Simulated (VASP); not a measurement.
# Ni (Fm-3m) in VASP: further runs

Ni is run at these levels: BLYP; tasks: relaxation of cell and atoms, single point.

All numbers are computed with VASP 6.6.1; they aren't measurements. Logs are shortened: lines on timing, memory, paths and dates and some standing lists are left out, and cuts for length are marked.

## (1) The cell of the first run

The structure is cubic, space group Fm-3m (No. 225). Conventional cell: a = 3.524 Å, b = 3.524 Å, c = 3.524 Å, α = 90.00°, β = 90.00°, γ = 90.00°. Within 3.3 Å of Ni (site symmetry m-3m) lie 12 Ni at 2.49 Å.

## (2) Relaxation of cell and atoms, BLYP, collinear spin, ferromagnetic start

The input, INCAR:

```
SYSTEM = Ni
PREC     = Accurate       ! precision mode
ENCUT    = 600            ! plane-wave cutoff, eV
EDIFF    = 1E-6           ! SCF threshold, eV
ISMEAR   = -1             ! smearing method
SIGMA    = 0.05           ! smearing width, eV
LREAL    = .FALSE.        ! projectors in reciprocal space
LASPH    = .TRUE.         ! aspherical terms in the spheres
NELM     = 150            ! most SCF steps
ALGO     = Normal         ! electronic algorithm
ISIF     = 3              ! what is computed and relaxed
LWAVE    = .FALSE.        ! write WAVECAR
LCHARG   = .FALSE.        ! write CHGCAR
ISPIN    = 2              ! spin polarisation
MAGMOM   = 0.8            ! initial moments
LORBIT   = 11             ! projections on sites
LMAXMIX  = 4              ! l up to which the mixer works
GGA      = B5             ! functional
ALDAX    = 1.0          
AGGAX    = 1.0          
AGGAC    = 1.0          
ALDAC    = 0.0          
IBRION   = 2              ! ionic algorithm
NSW      = 80             ! ionic steps
EDIFFG   = -0.01          ! ionic threshold
```

The input, KPOINTS:

```
regular mesh
0
G
  15 15 15
  0 0 0
```

The input, POSCAR:

```
Ni
1.0
    0.0000000000      1.7619400000      1.7619400000
    1.7619400000      0.0000000000      1.7619400000
    1.7619400000      1.7619400000      0.0000000000
Ni
1
Direct
    0.0000000000      0.0000000000      0.0000000000
```

Potentials or basis: VASP PAW PBE potentials, release 64 (Ni).

Run with:

```sh
$ cat potpaw_PBE.64/Ni/POTCAR > POTCAR
$ mpirun -np 1 vasp_std > vasp.out
```

OUTCAR:

```text
SYSTEM = Ni
   PREC = Accurate
   ENCUT = 600
   EDIFF = 1E-6
   ISMEAR = -1
   LREAL = .FALSE.
   LASPH = .TRUE.
   NELM = 150
   ISIF = 3
   ISPIN = 2
   LORBIT = 11
   GGA = B5
   IBRION = 2
   NSW = 80
   EDIFFG = -0.01

 ion  position               nearest neighbor table
   1  0.000  0.000  0.000-

  LATTYP: Found a face centered cubic cell.
 ALAT       =     3.5238800000

  Lattice vectors:

 A1 = (   0.0000000000,   1.7619400000,   1.7619400000)
 A2 = (   1.7619400000,   0.0000000000,   1.7619400000)
 A3 = (   1.7619400000,   1.7619400000,   0.0000000000)

Analysis of symmetry for initial positions (statically):
=====================================================================
 Subroutine PRICEL returns:
 Original cell was already a primitive cell.

 Routine SETGRP: Setting up the symmetry group for a
 face centered cubic supercell.

 Subroutine GETGRP returns: Found 48 space group operations
 (whereof 48 operations were pure point group operations)
 out of a pool of 48 trial point group operations.

The static configuration has the point symmetry O_h .

Analysis of symmetry for dynamics (positions and initial velocities):
=====================================================================
 Subroutine PRICEL returns:
 Original cell was already a primitive cell.

 Routine SETGRP: Setting up the symmetry group for a
 face centered cubic supercell.

 Subroutine GETGRP returns: Found 48 space group operations
 (whereof 48 operations were pure point group operations)
 out of a pool of 48 trial point group operations.

The dynamic configuration has the point symmetry O_h .

Analysis of structural, dynamic, and magnetic symmetry:
=====================================================================
 Subroutine PRICEL returns:
 Original cell was already a primitive cell.

 Routine SETGRP: Setting up the symmetry group for a
 face centered cubic supercell.

 Subroutine GETGRP returns: Found 48 space group operations
 (whereof 48 operations were pure point group operations)
 out of a pool of 48 trial point group operations.

The overall configuration has the point symmetry O_h .

 Subroutine INISYM returns: Found 48 space group operations
 (whereof 48 operations are pure point group operations),
 and found     1 'primitive' translations

----------------------------------------------------------------------------------------

                                     Primitive cell

  volume of cell :      10.9396

  direct lattice vectors                    reciprocal lattice vectors
     0.000000000  1.761940000  1.761940000    -0.283778108  0.283778108  0.283778108
     1.761940000  0.000000000  1.761940000     0.283778108 -0.283778108  0.283778108
     1.761940000  1.761940000  0.000000000     0.283778108  0.283778108 -0.283778108

  length of vectors
     2.491759444  2.491759444  2.491759444     0.491518102  0.491518102  0.491518102

  position of ions in fractional coordinates (direct lattice)
     0.000000000  0.000000000  0.000000000

  ion indices of the primitive-cell ions
   primitive index   ion index
                 1           1

----------------------------------------------------------------------------------------

 KPOINTS: regular mesh

Automatic generation of k-mesh.
 Grid dimensions read from file:
 generate k-points for:   15   15   15

 Generating k-lattice:

  Cartesian coordinates                     Fractional coordinates (reciprocal lattice)
    -0.018918541  0.018918541  0.018918541     0.066666667  0.000000000  0.000000000
     0.018918541 -0.018918541  0.018918541     0.000000000  0.066666667  0.000000000
     0.018918541  0.018918541 -0.018918541     0.000000000  0.000000000  0.066666667

  Length of vectors
     0.032767873  0.032767873  0.032767873

  Shift w.r.t. Gamma in fractional coordinates (k-lattice)
     0.000000000  0.000000000  0.000000000

 Subroutine IBZKPT returns following result:
 ===========================================

 Found    120 irreducible k-points:

 Following reciprocal coordinates:
            Coordinates               Weight
  0.000000  0.000000  0.000000      1.000000
  0.066667  0.000000  0.000000      8.000000
  0.133333  0.000000  0.000000      8.000000
  0.200000  0.000000  0.000000      8.000000
  0.266667  0.000000  0.000000      8.000000
  0.333333  0.000000  0.000000      8.000000
[... 16 lines left out ...]
  0.133333  0.133333  0.000000      6.000000
  0.200000  0.133333  0.000000     24.000000
 [... further k-points ...]
   k-points           NKPTS =    120   k-points in BZ     NKDIM =    120   number of bands    NBANDS=      9
   number of dos      NEDOS =    301   number of ions     NIONS =      1
   total plane-waves  NPLWV =   8000
   dimension x,y,z NGX =    20 NGY =   20 NGZ =   20
   dimension x,y,z NGXF=    40 NGYF=   40 NGZF=   40
   ions per type =               1
   NGX,Y,Z   is equivalent  to a cutoff of  13.34, 13.34, 13.34 a.u.
   NGXF,Y,Z  is equivalent  to a cutoff of  26.69, 26.69, 26.69 a.u.
 SYSTEM =  Ni
   PREC   = accura    normal or accurate (medium, high low for compatibility)
   ISTART =      0    job   : 0-new  1-cont  2-samecut
   ICHARG =      2    charge: 1-file 2-atom 10-const
   ISPIN  =      2    spin polarized calculation?
   LNONCOLLINEAR =      F non collinear calculations
   LSORBIT =      F    spin-orbit coupling
   LASPH  =      T    aspherical Exc in radial PAW
   ENCUT  =  600.0 eV  44.10 Ry    6.64 a.u.   4.98  4.98  4.98*2*pi/ulx,y,z
   NELM   =    150;   NELMIN=  2; NELMDL= -5     # of ELM steps
   EDIFF  = 0.1E-05   stopping-criterion for ELM
   LREAL  =      F    real-space projection
   EDIFFG = -.1E-01   stopping-criterion for IOM
   NSW    =     80    number of steps for IOM
   IBRION =      2    ionic relax: 0-MD 1-quasi-New 2-CG
   NFREE  =      1    steps in history (QN), initial steepest desc. (CG)
   ISIF   =      3    stress and relaxation
   ISYM   =      2    0-nonsym 1-usesym 2-fastsym
   POTIM  = 0.5000    time-step for ionic-motion
   TEBEG  =    0.0;   TEEND  =   0.0 temperature during run
   PSTRESS=    0.0 pullay stress
   NELECT =      10.0000    total number of electrons
   NUPDOWN=      -1.0000    fix difference up-down
   EMIN   =  10.00;   EMAX   =-10.00  energy-range for DOS
   EFERMI =   0.00;   METHOD = LEGACY
   ISMEAR =    -1;   SIGMA  =   0.05  broadening in eV -4-tet -1-fermi 0-gaus
   EFERMI_NEDOS =   21; number of points for ismear=-14 and -15
   IALGO  =     38    algorithm
   IMIX   =      4    mixing-type and parameters
     AMIX     =   0.40;   BMIX     =  1.00
     AMIX_MAG =   1.60;   BMIX_MAG =  1.00
  volume/ion in A,a.u.               =      10.94        73.82
  Fermi-wavevector in a.u.,A,eV,Ry     =   1.588816  3.002428 34.345698  2.524338
  Thomas-Fermi vector in A             =   2.687762
   LORBIT       =     11    0 simple, 1 ext, 2 COOP (PROOUT), +10 PAW based schemes
   GGA     = B5    functional components
   LHFCALC =     F    Hartree Fock is set to
   AEXX    =    0.0000 exact exchange contribution
   IVDW    =     0    specifies the selected vdW correction
   LEPSILON=     F    determine dielectric tensor
   LRPA    =     F    only Hartree local field effects (RPA)
 conjugate gradient relaxation of ions
 spin polarized calculation
  energy-cutoff  :      600.00
  volume of cell :       10.94
 maximum number of plane-waves:       375
   NGX =  9   NGY =  9   NGZ =  9

--------------------------------------- Ionic step        1  -------------------------------------------

 number of electron      10.0000010 magnetization       0.6230252

 Free energy of the ion-electron system (eV)
  ---------------------------------------------------
  ext. energy  EPLUGINS =         0.00000000
  ---------------------------------------------------
  free energy    TOTEN  =        -4.60270662 eV

  energy without entropy =       -4.58903709  energy(sigma->0) =       -4.59587185

------------------------ aborting loop because EDIFF is reached ----------------------------------------

  FORCE on cell =-STRESS in cart. coord.  units (eV):
  Direction    XX          YY          ZZ          XY          YZ          ZX
  --------------------------------------------------------------------------------------
  -------------------------------------------------------------------------------------
  Total        0.5839760      0.5839760      0.5839760      0.0000000      0.0000000     -0.0000000
  in kB       85.5268012     85.5268012     85.5268012      0.0000000      0.0000000     -0.0000000
  external PRESSURE =      85.5268012 kB  Pullay stress =       0.0000000 kB
[... 55 lines left out ...]
  energy  without entropy=       -4.5926966881  energy(sigma->0) =       -4.60017499

--------------------------------------- Ionic step        3  -------------------------------------------

 number of electron       9.9999996 magnetization       0.6292789

 Free energy of the ion-electron system (eV)
  ---------------------------------------------------
  ext. energy  EPLUGINS =         0.00000000
  ---------------------------------------------------
  free energy    TOTEN  =        -4.61580089 eV

  energy without entropy =       -4.60144720  energy(sigma->0) =       -4.60862405

 E-fermi :   9.1078     XC(G=0): -12.3680

 val. band max:        9.0973398687   @ k =  -0.4000   0.2000   0.0000
 cond. band min:       9.1090655764   @ k =   0.4000   0.0000   0.0000
 fundamental gap:      0.0117257078
 Fermi energy:         9.1077692574

 spin component 1

 k-point     1 :       0.0000    0.0000    0.0000
  band No.  band energies     occupation
      1       0.6055      1.00000
      2       6.8067      1.00000
      3       6.8067      1.00000
      4       6.8067      1.00000
      5       7.8962      1.00000
      6       7.8962      1.00000
      7      32.7681      0.00000
      8      35.9181      0.00000
      9      35.9181      0.00000
[... 265 lines left out ...]
 k-point    24 :       0.2000    0.1333    0.0000
  band No.  band energies     occupation
      1       2.0548      1.00000
      2       6.3846      1.00000
      3       7.1406      1.00000
      4       7.1629      1.00000
      5       7.5822      1.00000
      6       8.0591      1.00000
      7      28.3440      0.00000
      8      30.6654      0.00000
      9      31.5526      0.00000

 [... further k-points ...]

 spin component 2

 k-point     1 :       0.0000    0.0000    0.0000
  band No.  band energies     occupation
      1       0.5945      1.00000
      2       7.5542      1.00000
      3       7.5542      1.00000
      4       7.5542      1.00000
      5       8.4549      1.00000
      6       8.4549      1.00000
      7      32.6381      0.00000
      8      35.9333      0.00000
      9      35.9333      0.00000
[... 304 lines left out ...]
  FREE ENERGIE OF THE ION-ELECTRON SYSTEM (eV)
  ---------------------------------------------------
  free  energy   TOTEN  =        -4.6158008882 eV

  energy  without entropy=       -4.6014472020  energy(sigma->0) =       -4.60862405

 reached required accuracy - stopping structural energy minimisation

 total charge

# of ion       s       p       d       tot
------------------------------------------
    1        0.480   0.441   8.347   9.269

 magnetization (x)

# of ion       s       p       d       tot
------------------------------------------
    1       -0.006  -0.023   0.672   0.642
```

It took 1.7 min on 1 thread of Intel Xeon Platinum 8259CL at 2.50GHz (Skylake/Cascade Lake), shared host; peak memory 0.15 GiB.

Results:

```yaml
Free_energy: -4.6158 eV
Relaxed_volume: 11.45 Å³/atom
Relaxed_cell: a = 2.530 Å, b = 2.530 Å, c = 2.530 Å, α = 60.00°, β = 60.00°, γ = 60.00°
Space_group_after_relaxing_to_0.1_Å: Fm-3m (No. 225)
Energy_gained_by_relaxing: 13.1 meV/atom
Ionic_steps: 3
Pressure_after_relaxing: -0.1 GPa
Net_moment: 0.63 μB per cell
Site_moments: Ni +0.64 μB
Valence_electrons_inside_the_program's_atomic_spheres: Ni 9.27
```

Step by step:
| step | energy change (eV) | largest force (eV/Å) | pressure (GPa) | volume (Å³) |
| --- | --- | --- | --- | --- |
| 1 | 0.0000 | 0.0000 | 8.55 | 10.94 |
| 2 | -0.0049 | 0.0000 | -5.71 | 11.89 |
| 3 | -0.0131 | 0.0000 | -0.06 | 11.45 |

Final structure:
```
Ni
1.0
     0.00000    1.78912    1.78912
     1.78912    0.00000    1.78912
     1.78912    1.78912    0.00000
Ni
1
Cartesian
  0.0000 0.0000 0.0000
```

Caveat: the PAW data sets were made with another functional, which shifts forces and pressure a little. Zero-point motion and thermal expansion aren't in these numbers.

[end of part 1 of 3]
